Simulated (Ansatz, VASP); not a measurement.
**One calculation of Si, two programs**

The input POSCAR:

```
Si
1.0
    0.0000000000      2.8037824625      2.6618909388
    2.8037824625      0.0000000000      2.6618909388
    2.8037824625      2.8037824625      0.0000000000
Si
2
Direct
    0.0000000000      0.0000000000      0.0000000000
    0.2500000000      0.2500000000      0.2500000000
```

The input INCAR.step1:

```
SYSTEM = Si
  PREC = Accurate
  ENCUT = 520
  EDIFF = 1E-5
  ISMEAR = -1
  SIGMA = 0.02
  LREAL = .False.
  LASPH = .True.
  NELM = 80
  ALGO = Normal
  ISIF = 2
  LWAVE = .True.
  LCHARG = .False.
  GGA = PE
  NBANDS = 11
```

Contents of INCAR.step2:

```
SYSTEM = Si
  PREC = Accurate
  ENCUT = 520
  EDIFF = 1E-6
  ISMEAR = -1
  SIGMA = 0.02
  LREAL = .False.
  LASPH = .True.
  NELM = 80
  ALGO = Normal
  ISIF = 2
  LWAVE = .False.
  LCHARG = .False.
  GGA = PE
  LHFCALC = .True.
  HFSCREEN = 0.2079
  PRECFOCK = Normal
  ISTART = 1
  NBANDS = 11
```

Contents of KPOINTS:

```
regular mesh
0
Gamma
  6 6 6
  0 0 0
```

Input for Ansatz:

```yaml
crystal:
  lattice:
    - [0.0, 2.8037824625, 2.6618909388]
    - [2.8037824625, 0.0, 2.6618909388]
    - [2.8037824625, 2.8037824625, 0.0]
  atoms:
    - { symbol: Si, position: [0.0, 0.0, 0.0] }
    - { symbol: Si, position: [0.25, 0.25, 0.25] }
kpoints:
  mp_grid: { grid: [6, 6, 6] }
  band_path:
    path:
      - [0.0, 0.0, 0.0]
      - [0.5, 0.0, 0.5]
      - [0.625, 0.25, 0.625]
      - [0.375, 0.375, 0.75]
      - [0.5, 0.5, 0.5]
      - [0.5, 0.25, 0.75]
      - [0.411458, 0.411458, 0.0]
    npoints: 1
hamiltonian:
  xc: hse06
scf:
  occupations: { method: fermi_dirac, width: 0.02 }
  n_extra_bands: 4
output:
  forces: true
  stress: true
  eigenvalues: true
```

Change from the starting cell: epitaxial_xy strain +3.0%.

Alike in both runs: task single point; functional HSE06; k mesh 6 × 6 × 6; occupations fermi-dirac, width 0.02 eV; no spin polarisation.

|  | VASP | Ansatz |
| --- | --- | --- |
| version | VASP 6.6.1 | Ansatz 0.2.0 |
| potentials or method | VASP PAW PBE potentials, release 64 (Si) | plane waves, PAW |
| plane-wave cutoff (eV) | 520 | 420 |
| valence electrons in the cell | 8 | 8 |

```tsv
	VASP	Ansatz	Ansatz less VASP
gap on the k mesh at the Fermi level (eV)	0.81	0.80	-0.011
pressure (GPa)	-3.9	-3.6	+0.31
traceless stress, the component that is largest in VASP (GPa)	3.40	3.37	-0.027
```

Ansatz's warnings: stress exchange threshold loose, stress scf threshold loose.
